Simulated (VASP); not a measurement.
Si:

```
CELL_PARAMETERS angstrom
0.00000 2.72211 2.72211
2.72211 0.00000 2.72211
2.72211 2.72211 0.00000
ATOMIC_POSITIONS crystal
Si 0.52138 0.51118 0.51474
Si 0.72862 0.73882 0.73526
```

| Quantity | Value |
| --- | --- |
| Program | VASP 6.6.1 |
| Task | relaxation of cell and atoms |
| Functional | r2SCAN |
| Potentials or basis | VASP PAW PBE potentials, release 64 (Si) |
| Cutoff | 600 eV |
| k mesh | 8 × 8 × 8 |
| Occupations | gaussian, width 0.05 eV |
| Spin | no spin polarisation |

At the start: pressure 4.4 GPa; volume 20.17 Å³/atom.

**Question.** How do energy, volume and symmetry change on relaxing?

**Answer.** Over 12 steps the energy falls by 402.3 meV/atom and the volume is 20.12 Å³/atom (-0.3 %); space group R-3m (No. 166, to 0.1 Å) before, Fd-3m (No. 227, to 0.1 Å).

Step by step:
```
step  energy change (eV)  largest force (eV/Å)  pressure (GPa)  volume (Å³)
   1              0.0000                5.9651            4.39        40.34
   2              0.0999                1.7063            5.34        43.19
   3             -0.7192                0.4417           -2.61        41.51
   4             -0.7322                0.4577           -2.61        41.40
   5             -0.7363                0.6555           -2.51        41.29
   6             -0.7941                0.1446            1.37        39.70
   7             -0.7941                0.1470            1.39        39.69
   8             -0.8040                0.1119            0.00        40.25
   9             -0.8041                0.1006            0.15        40.19
  10             -0.8045                0.0369           -0.17        40.32
  11             -0.8045                0.0180           -0.08        40.28
  12             -0.8046                0.0036            0.02        40.24
```

Final structure:
```xyz
2
Lattice="0.0013 2.7187 2.7193 2.7210 -0.0007 2.7202 2.7208 2.7193 0.0000" Properties=species:S:1:pos:R:3 pbc="T T T"
Si    2.7214    2.7187    2.7198
Si    4.0825    4.0779    4.0796
```

Caveat: the PAW data sets were made with another functional, which shifts forces and pressure a little.
